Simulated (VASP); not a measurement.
# MgO (Cm) in VASP: further runs

Runs on MgO. Level: PBEsol. Tasks: single point.

All numbers are computed with VASP 6.6.1; they aren't measurements. Logs are shortened: lines on timing, memory, paths and dates and some standing lists are left out, and cuts for length are marked.

## (1) The cell of the first run

It takes space group Cm (No. 8, monoclinic). The conventional cell has a = 5.709 Å, b = 3.296 Å, c = 10.546 Å, α = 90.00°, β = 90.00°, γ = 90.00°. Within 2.6 Å of Mg (site symmetry m) lie 4 O at 1.99 to 2.01 Å. Within 2.7 Å of Mg (site symmetry m) lie 4 O at 2.00 to 2.02 Å. Within 2.6 Å of Mg (site symmetry m) lie 4 O at 1.96 to 2.08 Å. Within 2.7 Å of Mg (site symmetry m) lie 4 O at 2.00 to 2.01 Å. Within 2.6 Å of O (site symmetry m) lie 4 Mg at 1.96 to 2.08 Å. O (site symmetry m) has 4 Mg at 2.00 to 2.02 Å within 2.7 Å. Within 2.6 Å of O (site symmetry m) lie 4 Mg at 1.99 to 2.02 Å. Within 2.7 Å of O (site symmetry m) lie 4 Mg at 2.00 Å.

## (2) Single point, PBEsol (atoms displaced along a vibrational mode, the cell strained)

The input, INCAR:

```
SYSTEM = MgO
PREC = Accurate
ENCUT = 600
EDIFF = 1E-6
ISMEAR = 0
SIGMA = 0.05
LREAL = .False.
LASPH = .True.
NELM = 120
ALGO = Normal
ISIF = 2
LWAVE = .False.
LCHARG = .False.
GGA = PS
NBANDS = 26
GGA_COMPAT = .False.
```

The input, KPOINTS:

```
regular mesh
0
Gamma
  9 9 4
  0 0 0
```

The input, POSCAR:

```
MgO
1.0
    3.2960959901      0.0000000000      0.0000000000
   -1.6480479951      2.8545028607      0.0000000000
    0.0000000000      0.0000000000     10.5462303291
Mg O
4 4
Direct
    0.3322863847      0.6645727694      0.9695925587
   -0.0000195067     -0.0000390134      0.2209429155
   -0.0055861999     -0.0111723997      0.7209429155
    0.6665516850      0.3331033699      0.4695925587
    0.3419348749      0.6838697498      0.7799203897
    0.0004007927      0.0008015854      0.5295423161
    0.0013142891      0.0026285782      0.0295423161
    0.6666311493      0.3332622987      0.2799203897
```

Potentials or basis: VASP PAW PBE potentials, release 64 (Mg, O).

Launch:

```sh
> cat potpaw_PBE.64/Mg/POTCAR potpaw_PBE.64/O/POTCAR > POTCAR
> mpirun -np 1 vasp_std > vasp.out
```

OUTCAR:

```text
SYSTEM = MgO
   PREC = Accurate
   ENCUT = 600
   EDIFF = 1E-6
   ISMEAR = 0
   LREAL = .False.
   LASPH = .True.
   NELM = 120
   ISIF = 2
   GGA = PS

 ion  position               nearest neighbor table
   1  0.332  0.665  0.970-   7 1.99   5 2.00   7 2.01   7 2.01   3 3.23   3 3.23   3 3.26   2 3.26
                             2 3.26   2 3.26
   2  1.000  1.000  0.221-   8 2.00   8 2.00   8 2.00   7 2.02   4 3.24   4 3.24   4 3.24   1 3.26
                             1 3.26   1 3.26
   3  0.994  0.989  0.721-   5 1.96   5 1.96   6 2.02   5 2.08   1 3.23   1 3.23   4 3.25   1 3.26
                             4 3.27   4 3.27
   4  0.667  0.333  0.470-   8 2.00   6 2.00   6 2.00   6 2.01   2 3.24   2 3.24   2 3.24   3 3.25
                             3 3.27   3 3.27
   5  0.342  0.684  0.780-   3 1.96   3 1.96   1 2.00   3 2.08
   6  0.000  0.001  0.530-   4 2.00   4 2.00   4 2.01   3 2.02
   7  0.001  0.003  0.030-   1 1.99   1 2.01   1 2.01   2 2.02
   8  0.667  0.333  0.280-   4 2.00   2 2.00   2 2.00   2 2.00

  LATTYP: Found a hexagonal cell.
 ALAT       =     3.2960959901
 C/A-ratio  =     3.1996126207

  Lattice vectors:

 A1 = (   3.2960959901,   0.0000000000,   0.0000000000)
 A2 = (  -1.6480479951,   2.8545028607,   0.0000000000)
 A3 = (   0.0000000000,   0.0000000000,  10.5462303291)

Analysis of symmetry for initial positions (statically):
=====================================================================
 Subroutine PRICEL returns:
 Original cell was already a primitive cell.

 Routine SETGRP: Setting up the symmetry group for a
 hexagonal supercell.

 Subroutine GETGRP returns: Found  2 space group operations
 (whereof  2 operations were pure point group operations)
 out of a pool of 24 trial point group operations.

The static configuration has the point symmetry C_1h.

Analysis of symmetry for dynamics (positions and initial velocities):
=====================================================================
 Subroutine PRICEL returns:
 Original cell was already a primitive cell.

 Routine SETGRP: Setting up the symmetry group for a
 hexagonal supercell.

 Subroutine GETGRP returns: Found  2 space group operations
 (whereof  2 operations were pure point group operations)
 out of a pool of 24 trial point group operations.

The dynamic configuration has the point symmetry C_1h.

 Subroutine INISYM returns: Found  2 space group operations
 (whereof  2 operations are pure point group operations),
 and found     1 'primitive' translations

----------------------------------------------------------------------------------------

                                     Primitive cell

  volume of cell :      99.2265

  direct lattice vectors                    reciprocal lattice vectors
     3.296095990  0.000000000  0.000000000     0.303389223  0.175161849  0.000000000
    -1.648047995  2.854502861  0.000000000     0.000000000  0.350323699  0.000000000
     0.000000000  0.000000000 10.546230329     0.000000000  0.000000000  0.094820611

  length of vectors
     3.296095990  3.296095990 10.546230329     0.350323699  0.350323699  0.094820611

  position of ions in fractional coordinates (direct lattice)
     0.332286385  0.664572769  0.969592559
     0.999980493  0.999960987  0.220942915
     0.994413800  0.988827600  0.720942915
     0.666551685  0.333103370  0.469592559
     0.341934875  0.683869750  0.779920390
     0.000400793  0.000801585  0.529542316
     0.001314289  0.002628578  0.029542316
     0.666631149  0.333262299  0.279920390

  ion indices of the primitive-cell ions
   primitive index   ion index
                 1           1
                 2           2
                 3           3
                 4           4
                 5           5
                 6           6
                 7           7
                 8           8

----------------------------------------------------------------------------------------

 KPOINTS: regular mesh

Automatic generation of k-mesh.
 Grid dimensions read from file:
 generate k-points for:    9    9    4

 Generating k-lattice:

  Cartesian coordinates                     Fractional coordinates (reciprocal lattice)
     0.033709914  0.019462428  0.000000000     0.111111111  0.000000000  0.000000000
     0.000000000  0.038924855  0.000000000     0.000000000  0.111111111  0.000000000
     0.000000000  0.000000000  0.023705153     0.000000000  0.000000000  0.250000000

  Length of vectors
     0.038924855  0.038924855  0.023705153

  Shift w.r.t. Gamma in fractional coordinates (k-lattice)
     0.000000000  0.000000000  0.000000000

 Subroutine IBZKPT returns following result:
 ===========================================

 Found     95 irreducible k-points:

 Following reciprocal coordinates:
            Coordinates               Weight
  0.000000  0.000000  0.000000      1.000000
  0.111111 -0.000000  0.000000      4.000000
  0.000000  0.111111  0.000000      2.000000
  0.222222  0.000000  0.000000      4.000000
  0.000000  0.222222  0.000000      2.000000
  0.333333 -0.000000  0.000000      4.000000
[... 16 lines left out ...]
 -0.222222 -0.444444  0.000000      4.000000
  0.444444  0.333333  0.000000      4.000000
 [... further k-points ...]
   k-points           NKPTS =     95   k-points in BZ     NKDIM =     95   number of bands    NBANDS=     26
   number of dos      NEDOS =    301   number of ions     NIONS =      8
   total plane-waves  NPLWV =  65856
   dimension x,y,z NGX =    28 NGY =   28 NGZ =   84
   dimension x,y,z NGXF=    56 NGYF=   56 NGZF=  168
   ions per type =               4   4
   NGX,Y,Z   is equivalent  to a cutoff of  14.12, 14.12, 13.24 a.u.
   NGXF,Y,Z  is equivalent  to a cutoff of  28.24, 28.24, 26.48 a.u.
 SYSTEM =  MgO
   PREC   = accura    normal or accurate (medium, high low for compatibility)
   ISTART =      0    job   : 0-new  1-cont  2-samecut
   ICHARG =      2    charge: 1-file 2-atom 10-const
   ISPIN  =      1    spin polarized calculation?
   LNONCOLLINEAR =      F non collinear calculations
   LSORBIT =      F    spin-orbit coupling
   LASPH  =      T    aspherical Exc in radial PAW
   ENCUT  =  600.0 eV  44.10 Ry    6.64 a.u.   6.58  6.58 21.06*2*pi/ulx,y,z
   NELM   =    120;   NELMIN=  2; NELMDL= -5     # of ELM steps
   EDIFF  = 0.1E-05   stopping-criterion for ELM
   LREAL  =      F    real-space projection
   EDIFFG = 0.1E-04   stopping-criterion for IOM
   NSW    =      0    number of steps for IOM
   IBRION =     -1    ionic relax: 0-MD 1-quasi-New 2-CG
   NFREE  =      0    steps in history (QN), initial steepest desc. (CG)
   ISIF   =      2    stress and relaxation
   ISYM   =      2    0-nonsym 1-usesym 2-fastsym
   POTIM  = 0.5000    time-step for ionic-motion
   TEBEG  =    0.0;   TEEND  =   0.0 temperature during run
   PSTRESS=    0.0 pullay stress
   NELECT =      32.0000    total number of electrons
   NUPDOWN=      -1.0000    fix difference up-down
   EMIN   =  10.00;   EMAX   =-10.00  energy-range for DOS
   EFERMI =   0.00;   METHOD = LEGACY
   ISMEAR =     0;   SIGMA  =   0.05  broadening in eV -4-tet -1-fermi 0-gaus
   EFERMI_NEDOS =   21; number of points for ismear=-14 and -15
   IALGO  =     38    algorithm
   IMIX   =      4    mixing-type and parameters
     AMIX     =   0.40;   BMIX     =  1.00
     AMIX_MAG =   1.60;   BMIX_MAG =  1.00
  volume/ion in A,a.u.               =      12.40        83.70
  Fermi-wavevector in a.u.,A,eV,Ry     =   1.122662  2.121523 17.148370  1.260370
  Thomas-Fermi vector in A             =   2.259323
   LORBIT       =      0    0 simple, 1 ext, 2 COOP (PROOUT), +10 PAW based schemes
   GGA     = PS    functional components
   LHFCALC =     F    Hartree Fock is set to
   AEXX    =    0.0000 exact exchange contribution
   IVDW    =     0    specifies the selected vdW correction
   LEPSILON=     F    determine dielectric tensor
   LRPA    =     F    only Hartree local field effects (RPA)
 non-spin polarized calculation
 Gauss-broadening in eV      SIGMA  =   0.05
  energy-cutoff  :      600.00
  volume of cell :       99.23
 maximum number of plane-waves:      3402
   NGX = 13   NGY = 13   NGZ = 43

 number of electron      32.0000007 magnetization

 Free energy of the ion-electron system (eV)
  ---------------------------------------------------
  ext. energy  EPLUGINS =         0.00000000
  ---------------------------------------------------
  free energy    TOTEN  =       -48.87278749 eV

  energy without entropy =      -48.87278749  energy(sigma->0) =      -48.87278749

 E-fermi :   0.8111     XC(G=0):  -9.7648

 val. band max:        0.5312228555   @ k =   0.0000   0.0000   0.0000
 cond. band min:       3.7842363567   @ k =   0.0000   0.0000   0.0000
 fundamental gap:      3.2530135012
 Fermi energy:         0.8110940868

 k-point     1 :       0.0000    0.0000    0.0000
  band No.  band energies     occupation
      1     -15.2666      2.00000
      2     -14.9576      2.00000
      3     -14.9446      2.00000
      4     -14.6102      2.00000
      5      -2.5056      2.00000
      6      -1.3632      2.00000
[... 18 lines left out ...]
     25      14.6065      0.00000
     26      15.3054      0.00000

 k-point     2 :       0.1111   -0.0000    0.0000
  band No.  band energies     occupation
      1     -15.2067      2.00000
      2     -14.9128      2.00000
      3     -14.9003      2.00000
      4     -14.5845      2.00000
      5      -2.3805      2.00000
      6      -1.4083      2.00000
[... 18 lines left out ...]
     25      14.2763      0.00000
[... 608 lines left out ...]
     25      13.0153      0.00000
     26      13.1183      0.00000

 k-point    24 :       0.4444    0.3333    0.0000
  band No.  band energies     occupation
      1     -14.5969      2.00000
      2     -14.5289      2.00000
      3     -14.5237      2.00000
      4     -14.4606      2.00000
      5      -2.0963      2.00000
      6      -1.9082      2.00000
[... 18 lines left out ...]
     25      13.0211      0.00000
     26      13.1791      0.00000

 [... further k-points ...]

------------------------ aborting loop because EDIFF is reached ----------------------------------------

  FORCE on cell =-STRESS in cart. coord.  units (eV):
  Direction    XX          YY          ZZ          XY          YZ          ZX
  --------------------------------------------------------------------------------------
  -------------------------------------------------------------------------------------
  Total       -2.4144618     -3.2051159     -2.7600448      0.0000000     -0.2771409      0.0000000
  in kB      -38.9855209    -51.7519528    -44.5655360      0.0000000     -4.4749030      0.0000000
  external PRESSURE =     -45.1010032 kB  Pullay stress =       0.0000000 kB

 VOLUME and BASIS-vectors are now :
 -----------------------------------------------------------------------------
  energy-cutoff  :      600.00
  volume of cell :       99.23
      direct lattice vectors                 reciprocal lattice vectors
     3.296095990  0.000000000  0.000000000     0.303389223  0.175161849  0.000000000
    -1.648047995  2.854502861  0.000000000     0.000000000  0.350323699  0.000000000
     0.000000000  0.000000000 10.546230329     0.000000000  0.000000000  0.094820611

 POSITION                                       TOTAL-FORCE (eV/Angst)
 -----------------------------------------------------------------------------------
     -0.00000      1.89702     10.22555        -0.000000      0.129940     -0.020459
      1.64805      2.85439      2.33011        -0.000000      0.003109     -0.004425
      1.64805      2.82261      7.60323        -0.000000      0.556981     -0.053426
      1.64805      0.95084      4.95243        -0.000000      0.012067     -0.014717
     -0.00000      1.95211      8.22522         0.000000     -0.568614      0.067255
     -0.00000      0.00229      5.58468         0.000000     -0.033778      0.004972
     -0.00000      0.00750      0.31156         0.000000     -0.102880      0.005698
      1.64805      0.95130      2.95210        -0.000000      0.003176      0.015103
 -----------------------------------------------------------------------------------
    total drift:                               -0.000000     -0.000950     -0.000229

  FREE ENERGIE OF THE ION-ELECTRON SYSTEM (eV)
  ---------------------------------------------------
  free  energy   TOTEN  =       -48.8727874851 eV

  energy  without entropy=      -48.8727874851  energy(sigma->0) =      -48.87278749
```

Run time: 7.8 min. Hardware: 1 thread of Oxide Virtual Turin-like, shared host; peak memory 0.37 GiB.

What came out:

```
Free energy            : -48.8728 eV
Pressure               : -4.5 GPa
Largest force          : 0.573 eV/Å
Band gap on the k mesh : 3.25 eV
```

Forces in eV/Å, atoms in the order of the input:
```
Mg   0.000  0.130 -0.020
Mg   0.000  0.003 -0.004
Mg   0.000  0.557 -0.053
Mg   0.000  0.012 -0.015
O    0.000 -0.569  0.067
O    0.000 -0.034  0.005
O    0.000 -0.103  0.006
O    0.000  0.003  0.015
```

Caveat: the cell differs from its parent crystal (atoms displaced along a vibrational mode, the cell strained); the cell stands under tension; the PAW data sets were made with another functional, which shifts forces and pressure a little. A k mesh can miss the band edges.

## (3) Single point, PBEsol (atoms displaced along a vibrational mode, the cell strained)

The input, INCAR:

```
ALGO     = Normal         # electronic algorithm
EDIFF    = 1E-6           # SCF threshold, eV
ENCUT    = 600            # plane-wave cutoff, eV
GGA      = PS             # functional
GGA_COMPAT= F            
ISIF     = 2              # what is computed and relaxed
ISMEAR   = 0              # smearing method
LASPH    = T              # aspherical terms in the spheres
LCHARG   = T              # write CHGCAR
LELF     = T              # ELF
LREAL    = F              # projectors in reciprocal space
LVHAR    = T            
LWAVE    = F              # write WAVECAR
NBANDS   = 26             # bands
NELM     = 120            # most SCF steps
PREC     = Accurate       # precision mode
SIGMA    = 0.05           # smearing width, eV
```

The input, KPOINTS:

```
k-points
0
Gamma
  9 9 4
```

The input, POSCAR:

```
MgO
1.0
    3.2960959901      0.0000000000      0.0000000000
   -1.6480479951      2.8545028607      0.0000000000
    0.0000000000      0.0000000000     10.5462303291
Mg O
4 4
Direct
    0.3343802820      0.6687605640      0.9695925587
    0.0000195067      0.0000390134      0.2209429155
    0.0055861999      0.0111723997      0.7209429155
    0.6667816484      0.3335632967      0.4695925587
    0.3247317918      0.6494635835      0.7799203897
   -0.0004007927     -0.0008015854      0.5295423161
   -0.0013142891     -0.0026285782      0.0295423161
    0.6667021840      0.3334043680      0.2799203897
```

Potentials or basis: VASP PAW PBE potentials, release 64 (Mg, O).

Launch:

```sh
> cat potpaw_PBE.64/Mg/POTCAR potpaw_PBE.64/O/POTCAR > POTCAR
> mpirun -np 1 vasp_std > vasp.out
```

Run time: 6.4 min. Hardware: 1 thread of Oxide Virtual Turin-like, shared host; peak memory 0.37 GiB.

Results (log left out):

- Free energy: -48.8676 eV
- Pressure: -4.5 GPa
- Largest force: 0.766 eV/Å
- Band gap on the k mesh: 3.25 eV

Forces on the atoms (eV/Å):
```
Mg   0.000 -0.124 -0.021
Mg   0.000 -0.003 -0.004
Mg   0.000 -0.749 -0.064
Mg   0.000 -0.013 -0.015
O    0.000  0.762  0.078
O    0.000  0.034  0.005
O    0.000  0.096  0.006
O    0.000 -0.003  0.015
```

Stress tensor (GPa, compression positive):
```
-5.28  0.00  0.00
 0.00 -3.73  0.64
 0.00  0.64 -4.45
```

Levels at points of the mesh, in eV from the valence-band top:
| k point | band 12 | band 13 | band 14 | band 15 | band 16 | band 17 | band 18 | band 19 | band 20 | band 21 |
| --- | --- | --- | --- | --- | --- | --- | --- | --- | --- | --- |
| (0.00, 0.00, 0.00) | -0.22 | -0.21 | -0.13 | -0.11 | 0.00 | 3.25 | 5.57 | 5.68 | 8.26 | 9.45 |
| (0.00, 0.00, 0.50) | -0.29 | -0.17 | -0.16 | -0.15 | -0.13 | 4.09 | 4.09 | 7.17 | 7.17 | 10.66 |

Caveat: the cell differs from its parent crystal (atoms displaced along a vibrational mode, the cell strained); the cell stands under tension; the PAW data sets were made with another functional, which shifts forces and pressure a little.
